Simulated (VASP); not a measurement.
Wanted: the native input for a VASP 6.6.1 run.

| Quantity | Value |
| --- | --- |
| Task | single point |
| Functional | PBE |
| Potentials or basis | VASP PAW PBE potentials, release 64 (B, N) |
| Cutoff | 520 eV |
| k mesh | 12 × 12 × 1 |
| Occupations | fermi-dirac, width 0.05 eV |
| Spin | no spin polarisation |
| Dipole correction | yes |
| Further INCAR settings | ALGO = Normal; EDIFF = 1e-06; NBANDS = 26 |

The structure of BN lies in POSCAR:

```
BN
1.0
    2.5099983704      0.0000000000      0.0000000000
   -1.2549991852      2.1737223522      0.0000000000
    0.0000000000      0.0000000000     25.0350000000
B N
4 4
Direct
    0.0000000000      0.0000000000      0.2995805872
    0.3333333333      0.6666666666      0.4331935291
    0.0000000000      0.0000000000      0.5668064709
    0.3333333333      0.6666666666      0.7004194128
    0.6666666667      0.3333333334      0.2995805872
    0.0000000000      0.0000000000      0.4331935291
    0.6666666667      0.3333333334      0.5668064709
    0.0000000000      0.0000000000      0.7004194128
```

The input as run:

INCAR

```
PREC = Accurate ; ENCUT = 520
EDIFF = 1E-6 ; ISMEAR = -1
SIGMA = 0.05 ; LREAL = False
LASPH = True ; NELM = 80
ALGO = Normal ; ISIF = 2
LWAVE = False ; LCHARG = False
LDIPOL = True ; IDIPOL = 3
DIPOL = 0.5 0.5 0.500 ; GGA = PE
NBANDS = 26
```

KPOINTS

```
regular mesh
0
Gamma
  12 12 1
```

Potentials or basis: VASP PAW PBE potentials, release 64 (B, N).

Command:

```console
$ cat potpaw_PBE.64/B/POTCAR potpaw_PBE.64/N/POTCAR > POTCAR
$ mpirun -np 1 vasp_std > vasp.out
```

Results of the run:

```yaml
Largest_force: 0.062 eV/Å
Band_gap_on_the_k_mesh: 4.37 eV, indirect (least direct gap 4.47 eV)
```

It took 3.7 min on 1 thread of AMD EPYC 7R13 (shared host), peak memory 0.24 GiB.
